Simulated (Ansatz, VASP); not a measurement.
Two plane-wave programs on MoS2

File POSCAR:

```
MoS2
1.0
   -2.3762322584      2.3762322584      4.5759320108
    2.3762322584     -2.3762322584      4.5759320108
    2.3762322584      2.3762322584     -4.5759320108
Mo S
2 4
Direct
    0.7500000000      0.2500000000      0.5000000000
    0.0000000000      0.0000000000      0.0000000000
    0.4833893929     -0.0166106071      0.5000000000
    0.7333893929      0.7333893929      0.0000000000
    0.2666106071      0.2666106071      0.0000000000
    1.0166106071      0.5166106071      0.5000000000
```

File INCAR.step1:

```
  PREC = Accurate
  ENCUT = 520
  ISMEAR = -1
  SIGMA = 0.03
  LREAL = False
  LASPH = True
  NELM = 80
  NBANDS = 35
  GGA = PE
  ALGO = Normal
  EDIFF = 1E-4
  LWAVE = True
  LCHARG = False
```

File INCAR.step2:

```
  PREC = Accurate
  ENCUT = 520
  EDIFF = 1E-6
  ISMEAR = -1
  SIGMA = 0.03
  LREAL = False
  LASPH = True
  NELM = 80
  ALGO = Normal
  ISIF = 2
  LWAVE = False
  LCHARG = False
  METAGGA = R2SCAN
  LMIXTAU = True
  LUSE_VDW = True
  IVDW_NL = 2
  BPARAM = 11.95
  CPARAM = 0.0093
  NBANDS = 35
  ISTART = 1
```

The input KPOINTS:

```
regular mesh
0
Gamma
  8 8 8
```

Input for Ansatz:

```yaml
crystal:
  lattice:
    - [-2.3762322584, 2.3762322584, 4.5759320108]
    - [2.3762322584, -2.3762322584, 4.5759320108]
    - [2.3762322584, 2.3762322584, -4.5759320108]
  atoms:
    - { symbol: Mo, position: [0.75, 0.25, 0.5] }
    - { symbol: Mo, position: [0.0, 0.0, 0.0] }
    - { symbol: S, position: [0.4833893929, -0.0166106071, 0.5] }
    - { symbol: S, position: [0.7333893929, 0.7333893929, 0.0] }
    - { symbol: S, position: [0.2666106071, 0.2666106071, 0.0] }
    - { symbol: S, position: [1.0166106071, 0.5166106071, 0.5] }
kpoints:
  mp_grid: { grid: [8, 8, 8] }
  band_path:
    path:
      - [0.0, 0.0, 0.0]
      - [0.0, 0.0, 0.5]
      - [0.25, 0.25, 0.25]
      - [0.0, 0.5, 0.0]
      - [0.5, 0.5, -0.5]
      - [0.3174153288, 0.6825846712, -0.3174153288]
      - [-0.3174153288, 0.3174153288, 0.3174153288]
      - [-0.1348306576, 0.1348306576, 0.5]
      - [0.5, 0.5, -0.1348306576]
    npoints: 1
hamiltonian:
  xc: r2scan
  dispersion: rvv10
scf:
  occupations: { method: fermi_dirac, width: 0.03 }
  n_extra_bands: 5
output:
  forces: true
  stress: true
  eigenvalues: true
  write_density: true
  write_potential: true
  elf: true
  volumetric_format: npy
```

Alike in both runs: task single point; functional r2SCAN; dispersion rVV10; k mesh 8 × 8 × 8; occupations fermi-dirac, width 0.03 eV; no spin polarisation.

|  | VASP | Ansatz |
| --- | --- | --- |
| version | VASP 6.6.1 | Ansatz 0.2.0 |
| potentials or method | VASP PAW PBE potentials, release 64 (Mo_sv, S) | plane waves, PAW |
| plane-wave cutoff (eV) | 520 | 500 |
| valence electrons in the cell | 52 | 52 |

Ansatz gave:

```
pressure (GPa)                     : 0.0
rms of the force components (eV/Å) : 0.000
```

Task: Which values does VASP return?

Result: Pressure (GPa): 0.2; rms of the force components (eV/Å): 0.006.

VASP's potentials were made for PBE, not for r2SCAN. Atom by atom the forces differ by 0.006 eV/Å (rms over components).
